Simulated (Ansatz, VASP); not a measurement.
## CaF2: VASP beside Ansatz

```
CELL_PARAMETERS angstrom
0.00000 2.69434 2.69434
2.69434 0.00000 2.69434
2.69434 2.69434 0.00000
ATOMIC_POSITIONS crystal
Ca 0.00000 0.00000 0.00000
F 0.25000 0.25000 0.25000
F 0.75000 0.75000 0.75000
```

Change from the starting cell: volume scaled by 0.96, crystal datasets.

Alike in both runs: task electric field gradients; functional LDA; k mesh 10 × 10 × 10; occupations fermi-dirac, width 0.03 eV; no spin polarisation.

|  | VASP | Ansatz |
| --- | --- | --- |
| version | VASP 6.6.1 | Ansatz 0.2.0 |
| potentials or method | VASP PAW LDA potentials, release 64 (Ca_sv, F), cutoff 520 eV | all-electron PAW with datasets made for the crystal, scalar-relativistic |

```tsv
	VASP	Ansatz	Ansatz less VASP
gap on the k mesh at the Fermi level (eV)	7.14	7.15	+0.010
pressure (GPa)	-2.8	-3.3	-0.49
```

LDA's correlation is that of Perdew and Zunger in VASP and of Perdew and Wang (1992) in Ansatz. Ansatz ran all-electron here, and VASP with PAW potentials.
